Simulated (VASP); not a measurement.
# Be2C (Fm-3m) in VASP: single point with LDA

Aim: the single point of Be2C with LDA.

Everything below comes from runs of VASP 6.6.1. Logs are shortened: lines on timing, memory, paths and dates and some standing lists are left out, and cuts for length are marked.

## Step 1: The cell of the first run

The structure is cubic, space group Fm-3m (No. 225). Conventional cell: a = 4.330 Å, b = 4.330 Å, c = 4.330 Å, α = 90.00°, β = 90.00°, γ = 90.00°. Within 2.5 Å of Be (site symmetry -43m) lie 4 C at 1.87 Å and 6 Be at 2.17 Å. C (site symmetry m-3m) has 8 Be at 1.87 Å within 2.5 Å.

## Step 2: Single point, LDA

The input, INCAR:

```
SYSTEM = Be2C
PREC = Accurate ; ENCUT = 600
EDIFF = 1E-6 ; ISMEAR = 0
SIGMA = 0.01 ; LREAL = .FALSE.
LASPH = .TRUE. ; NELM = 120
ALGO = Normal ; ISIF = 2
LWAVE = .FALSE. ; LCHARG = .FALSE.
GGA = CA ; NBANDS = 11
GGA_COMPAT = .FALSE.
```

The input, KPOINTS:

```
regular mesh
0
G
  4 4 4
  0 0 0
```

The input, POSCAR:

```
Be2C
1.0
    0.0000000000      2.1650000000      2.1650000000
    2.1650000000      0.0000000000      2.1650000000
    2.1650000000      2.1650000000      0.0000000000
Be C
2 1
Direct
    0.2500000000      0.2500000000      0.2500000000
    0.7500000000      0.7500000000      0.7500000000
    0.0000000000      0.0000000000      0.0000000000
```

Potentials or basis: VASP PAW LDA potentials, release 64 (Be, C).

Launch:

```
> cat potpaw_LDA.64/Be/POTCAR potpaw_LDA.64/C/POTCAR > POTCAR
> mpirun -np 1 vasp_std > vasp.out
```

OUTCAR:

```text
SYSTEM = Be2C
   PREC = Accurate
   ENCUT = 600
   EDIFF = 1E-6
   ISMEAR = 0
   LREAL = .FALSE.
   LASPH = .TRUE.
   NELM = 120
   ISIF = 2
   GGA = CA

 ion  position               nearest neighbor table
   1  0.250  0.250  0.250-   3 1.87   3 1.87   3 1.87   3 1.87   2 2.17   2 2.17   2 2.17   2 2.17
                             2 2.17   2 2.17
   2  0.750  0.750  0.750-   3 1.87   3 1.87   3 1.87   3 1.87   1 2.17   1 2.17   1 2.17   1 2.17
                             1 2.17   1 2.17
   3  0.000  0.000  0.000-   2 1.87   2 1.87   2 1.87   1 1.87   2 1.87   1 1.87   1 1.87   1 1.87

  LATTYP: Found a face centered cubic cell.
 ALAT       =     4.3300000000

  Lattice vectors:

 A1 = (   0.0000000000,   2.1650000000,   2.1650000000)
 A2 = (   2.1650000000,   0.0000000000,   2.1650000000)
 A3 = (   2.1650000000,   2.1650000000,   0.0000000000)

Analysis of symmetry for initial positions (statically):
=====================================================================
 Subroutine PRICEL returns:
 Original cell was already a primitive cell.

 Routine SETGRP: Setting up the symmetry group for a
 face centered cubic supercell.

 Subroutine GETGRP returns: Found 48 space group operations
 (whereof 48 operations were pure point group operations)
 out of a pool of 48 trial point group operations.

The static configuration has the point symmetry O_h .

Analysis of symmetry for dynamics (positions and initial velocities):
=====================================================================
 Subroutine PRICEL returns:
 Original cell was already a primitive cell.

 Routine SETGRP: Setting up the symmetry group for a
 face centered cubic supercell.

 Subroutine GETGRP returns: Found 48 space group operations
 (whereof 48 operations were pure point group operations)
 out of a pool of 48 trial point group operations.

The dynamic configuration has the point symmetry O_h .

 Subroutine INISYM returns: Found 48 space group operations
 (whereof 48 operations are pure point group operations),
 and found     1 'primitive' translations

----------------------------------------------------------------------------------------

                                     Primitive cell

  volume of cell :      20.2957

  direct lattice vectors                    reciprocal lattice vectors
     0.000000000  2.165000000  2.165000000    -0.230946882  0.230946882  0.230946882
     2.165000000  0.000000000  2.165000000     0.230946882 -0.230946882  0.230946882
     2.165000000  2.165000000  0.000000000     0.230946882  0.230946882 -0.230946882

  length of vectors
     3.061772363  3.061772363  3.061772363     0.400011734  0.400011734  0.400011734

  position of ions in fractional coordinates (direct lattice)
     0.250000000  0.250000000  0.250000000
     0.750000000  0.750000000  0.750000000
     0.000000000  0.000000000  0.000000000

  ion indices of the primitive-cell ions
   primitive index   ion index
                 1           1
                 2           2
                 3           3

----------------------------------------------------------------------------------------

 KPOINTS: regular mesh

Automatic generation of k-mesh.
 Grid dimensions read from file:
 generate k-points for:    4    4    4

 Generating k-lattice:

  Cartesian coordinates                     Fractional coordinates (reciprocal lattice)
    -0.057736721  0.057736721  0.057736721     0.250000000  0.000000000  0.000000000
     0.057736721 -0.057736721  0.057736721     0.000000000  0.250000000  0.000000000
     0.057736721  0.057736721 -0.057736721     0.000000000  0.000000000  0.250000000

  Length of vectors
     0.100002933  0.100002933  0.100002933

  Shift w.r.t. Gamma in fractional coordinates (k-lattice)
     0.000000000  0.000000000  0.000000000

 Subroutine IBZKPT returns following result:
 ===========================================

 Found      8 irreducible k-points:

 Following reciprocal coordinates:
            Coordinates               Weight
  0.000000  0.000000  0.000000      1.000000
  0.250000  0.000000  0.000000      8.000000
  0.500000  0.000000  0.000000      4.000000
  0.250000  0.250000  0.000000      6.000000
  0.500000  0.250000  0.000000     24.000000
 -0.250000  0.250000  0.000000     12.000000
  0.500000  0.500000  0.000000      3.000000
 -0.250000  0.500000  0.250000      6.000000
   k-points           NKPTS =      8   k-points in BZ     NKDIM =      8   number of bands    NBANDS=     11
   number of dos      NEDOS =    301   number of ions     NIONS =      3
   total plane-waves  NPLWV =  13824
   dimension x,y,z NGX =    24 NGY =   24 NGZ =   24
   dimension x,y,z NGXF=    48 NGYF=   48 NGZF=   48
   ions per type =               2   1
   NGX,Y,Z   is equivalent  to a cutoff of  13.03, 13.03, 13.03 a.u.
   NGXF,Y,Z  is equivalent  to a cutoff of  26.06, 26.06, 26.06 a.u.
 SYSTEM =  Be2C
   PREC   = accura    normal or accurate (medium, high low for compatibility)
   ISTART =      0    job   : 0-new  1-cont  2-samecut
   ICHARG =      2    charge: 1-file 2-atom 10-const
   ISPIN  =      1    spin polarized calculation?
   LNONCOLLINEAR =      F non collinear calculations
   LSORBIT =      F    spin-orbit coupling
   LASPH  =      T    aspherical Exc in radial PAW
   ENCUT  =  600.0 eV  44.10 Ry    6.64 a.u.   6.12  6.12  6.12*2*pi/ulx,y,z
   NELM   =    120;   NELMIN=  2; NELMDL= -5     # of ELM steps
   EDIFF  = 0.1E-05   stopping-criterion for ELM
   LREAL  =      F    real-space projection
   EDIFFG = 0.1E-04   stopping-criterion for IOM
   NSW    =      0    number of steps for IOM
   IBRION =     -1    ionic relax: 0-MD 1-quasi-New 2-CG
   NFREE  =      0    steps in history (QN), initial steepest desc. (CG)
   ISIF   =      2    stress and relaxation
   ISYM   =      2    0-nonsym 1-usesym 2-fastsym
   POTIM  = 0.5000    time-step for ionic-motion
   TEBEG  =    0.0;   TEEND  =   0.0 temperature during run
   PSTRESS=    0.0 pullay stress
   NELECT =       8.0000    total number of electrons
   NUPDOWN=      -1.0000    fix difference up-down
   EMIN   =  10.00;   EMAX   =-10.00  energy-range for DOS
   EFERMI =   0.00;   METHOD = LEGACY
   ISMEAR =     0;   SIGMA  =   0.01  broadening in eV -4-tet -1-fermi 0-gaus
   EFERMI_NEDOS =   21; number of points for ismear=-14 and -15
   IALGO  =     38    algorithm
   IMIX   =      4    mixing-type and parameters
     AMIX     =   0.40;   BMIX     =  1.00
     AMIX_MAG =   1.60;   BMIX_MAG =  1.00
  volume/ion in A,a.u.               =       6.77        45.65
  Fermi-wavevector in a.u.,A,eV,Ry     =   1.200338  2.268310 19.603432  1.440812
  Thomas-Fermi vector in A             =   2.336177
   LORBIT       =      0    0 simple, 1 ext, 2 COOP (PROOUT), +10 PAW based schemes
   GGA     = CA    functional components
   LHFCALC =     F    Hartree Fock is set to
   AEXX    =    0.0000 exact exchange contribution
   IVDW    =     0    specifies the selected vdW correction
   LEPSILON=     F    determine dielectric tensor
   LRPA    =     F    only Hartree local field effects (RPA)
 non-spin polarized calculation
 Gauss-broadening in eV      SIGMA  =   0.01
  energy-cutoff  :      600.00
  volume of cell :       20.30
 maximum number of plane-waves:       700
   NGX = 13   NGY = 13   NGZ = 13

 number of electron       8.0000000 magnetization

 Free energy of the ion-electron system (eV)
  ---------------------------------------------------
  ext. energy  EPLUGINS =         0.00000000
  ---------------------------------------------------
  free energy    TOTEN  =       -19.32715771 eV

  energy without entropy =      -19.32715771  energy(sigma->0) =      -19.32715771

 E-fermi :   7.6442     XC(G=0): -11.5188

 val. band max:        7.5559482942   @ k =   0.0000   0.0000   0.0000
 cond. band min:       8.7034716867   @ k =   0.5000   0.5000   0.0000
 fundamental gap:      1.1475233925
 Fermi energy:         7.6442054626

 k-point     1 :       0.0000    0.0000    0.0000
  band No.  band energies     occupation
      1      -7.3232      2.00000
      2       7.5559      2.00000
      3       7.5559      2.00000
      4       7.5559      2.00000
      5      11.5463      0.00000
      6      11.5463      0.00000
      7      11.5463      0.00000
      8      14.4055      0.00000
      9      20.5338      0.00000
     10      20.5338      0.00000
     11      20.5338      0.00000

 k-point     2 :       0.2500    0.0000    0.0000
  band No.  band energies     occupation
      1      -6.3512      2.00000
      2       2.7436      2.00000
      3       6.3745      2.00000
      4       6.3745      2.00000
      5      12.9085      0.00000
      6      12.9085      0.00000
      7      13.7451      0.00000
      8      16.0825      0.00000
      9      18.7298      0.00000
     10      18.7298      0.00000
     11      22.7345      0.00000

 k-point     3 :       0.5000    0.0000    0.0000
  band No.  band energies     occupation
      1      -4.4518      2.00000
      2      -1.1522      2.00000
      3       5.7087      2.00000
      4       5.7087      2.00000
      5      12.4453      0.00000
      6      12.4453      0.00000
      7      14.6533      0.00000
      8      17.2505      0.00000
      9      21.8569      0.00000
     10      21.8569      0.00000
     11      24.5512      0.00000

 k-point     4 :       0.2500    0.2500    0.0000
  band No.  band energies     occupation
      1      -6.0448      2.00000
      2       4.4186      2.00000
      3       4.4186      2.00000
      4       4.4583      2.00000
      5      11.6335      0.00000
      6      12.3961      0.00000
      7      15.8820      0.00000
      8      15.8820      0.00000
      9      19.5046      0.00000
     10      23.7919      0.00000
     11      23.7919      0.00000

 k-point     5 :       0.5000    0.2500    0.0000
  band No.  band energies     occupation
      1      -4.2234      2.00000
      2       0.2953      2.00000
      3       3.1712      2.00000
      4       3.9172      2.00000
      5      11.2551      0.00000
      6      15.6192      0.00000
      7      16.4202      0.00000
      8      17.3276      0.00000
      9      21.0358      0.00000
     10      22.3082      0.00000
     11      24.6642      0.00000

 k-point     6 :      -0.2500    0.2500    0.0000
  band No.  band energies     occupation
      1      -4.8864      2.00000
      2       1.0352      2.00000
      3       2.7960      2.00000
      4       5.4425      2.00000
      5      12.6725      0.00000
      6      15.2938      0.00000
      7      16.1833      0.00000
      8      16.7197      0.00000
      9      17.4269      0.00000
     10      22.1863      0.00000
     11      24.3662      0.00000

 k-point     7 :       0.5000    0.5000    0.0000
  band No.  band energies     occupation
      1      -3.7237      2.00000
      2       0.8421      2.00000
      3       2.7994      2.00000
      4       2.7994      2.00000
      5       8.7035      0.00000
      6      13.3239      0.00000
      7      20.6291      0.00000
      8      20.6291      0.00000
      9      22.7282      0.00000
     10      23.4399      0.00000
     11      23.4399      0.00000

 k-point     8 :      -0.2500    0.5000    0.2500
  band No.  band energies     occupation
      1      -3.3812      2.00000
      2       1.2572      2.00000
      3       1.6792      2.00000
      4       1.6792      2.00000
      5      13.2125      0.00000
      6      15.6450      0.00000
      7      17.0257      0.00000
      8      17.0257      0.00000
      9      21.7747      0.00000
     10      21.7747      0.00000
     11      24.3940      0.00000

------------------------ aborting loop because EDIFF is reached ----------------------------------------

  FORCE on cell =-STRESS in cart. coord.  units (eV):
  Direction    XX          YY          ZZ          XY          YZ          ZX
  --------------------------------------------------------------------------------------
  -------------------------------------------------------------------------------------
  Total       -1.0371600     -1.0371600     -1.0371600     -0.0000000     -0.0000000      0.0000000
  in kB      -81.8752511    -81.8752511    -81.8752511     -0.0000000     -0.0000000      0.0000000
  external PRESSURE =     -81.8752511 kB  Pullay stress =       0.0000000 kB

 VOLUME and BASIS-vectors are now :
 -----------------------------------------------------------------------------
  energy-cutoff  :      600.00
  volume of cell :       20.30
      direct lattice vectors                 reciprocal lattice vectors
     0.000000000  2.165000000  2.165000000    -0.230946882  0.230946882  0.230946882
     2.165000000  0.000000000  2.165000000     0.230946882 -0.230946882  0.230946882
     2.165000000  2.165000000  0.000000000     0.230946882  0.230946882 -0.230946882

 POSITION                                       TOTAL-FORCE (eV/Angst)
 -----------------------------------------------------------------------------------
      1.08250      1.08250      1.08250         0.000000     -0.000000     -0.000000
      3.24750      3.24750      3.24750        -0.000000     -0.000000      0.000000
      0.00000      0.00000      0.00000        -0.000000      0.000000      0.000000
 -----------------------------------------------------------------------------------
    total drift:                               -0.000000     -0.000000      0.000000

  FREE ENERGIE OF THE ION-ELECTRON SYSTEM (eV)
  ---------------------------------------------------
  free  energy   TOTEN  =       -19.3271577085 eV

  energy  without entropy=      -19.3271577085  energy(sigma->0) =      -19.32715771
```

Run time: 7.5 s. Hardware: 1 thread of AMD EPYC 7R13 (Zen 3), shared host; peak memory 0.09 GiB.

Results:

```
Free energy            : -19.3272 eV
Pressure               : -8.2 GPa
Band gap on the k mesh : 1.15 eV, indirect (least direct gap 3.99 eV)
```

Levels at points of the mesh, in eV from the valence-band top:
```csv
k point,band 1,band 2,band 3,band 4,band 5,band 6,band 7,band 8
"(0.00, 0.00, 0.00)",-14.88,0.00,0.00,0.00,3.99,3.99,3.99,6.85
"(0.50, 0.00, 0.00)",-12.01,-8.71,-1.85,-1.85,4.89,4.89,7.10,9.69
"(0.50, 0.50, 0.00)",-11.28,-6.71,-4.76,-4.76,1.15,5.77,13.07,13.07
```

Caveat: the k points lie up to 0.63 Å⁻¹ apart. A k mesh can miss the band edges.
